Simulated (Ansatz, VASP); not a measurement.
# H4C19: VASP beside Ansatz

```
C H
1.0
     7.39800    0.00000    0.00000
    -3.69900    6.40686    0.00000
     0.00000    0.00000   12.00000
C H
19 4
Direct
  0.98475 0.99122 0.06405
  0.20439 0.10104 0.06435
  0.98306 0.32235 0.06397
  0.20610 0.43390 0.06372
  0.98255 0.65736 0.06398
  0.20661 0.76937 0.06374
  0.31643 0.98901 0.06422
  0.53944 0.10050 0.06408
  0.31592 0.32407 0.06418
  0.53995 0.43610 0.06405
  0.31814 0.65792 0.06296
  0.53773 0.76771 0.06272
  0.64922 0.99067 0.06342
  0.87325 0.10271 0.06388
  0.65145 0.32457 0.06421
  0.87107 0.43438 0.06400
  0.64973 0.65570 0.06343
  0.87273 0.76719 0.06388
  0.49388 0.74662 0.32807
  0.66011 0.82249 0.30624
  0.42614 0.83633 0.29248
  0.41263 0.58773 0.29370
  0.47664 0.73990 0.41901
```

Alike in both runs: functional LDA; k mesh 2 × 2 × 1; occupations fermi-dirac, width 0.02 eV; no spin polarisation.

Ansatz relaxed the structure, and its values are those at the end. VASP's run is a single point on that final structure, the one shown.

|  | VASP | Ansatz |
| --- | --- | --- |
| version | VASP 6.6.1 | Ansatz 0.2.0 |
| potentials or method | VASP PAW LDA potentials, release 64 (C, H), cutoff 520 eV | scalar-relativistic, plane waves, PAW |
| valence electrons in the cell | 80 | 80 |

```csv
,VASP,Ansatz,Ansatz less VASP
rms of the force components (eV/Å),0.011,0.007,-0.0045
```

LDA's correlation is that of Perdew and Zunger in VASP and of Perdew and Wang (1992) in Ansatz. Ansatz's warnings: xc potential rough in thin density.

The k mesh is coarse, so the values compare programs but aren't converged.
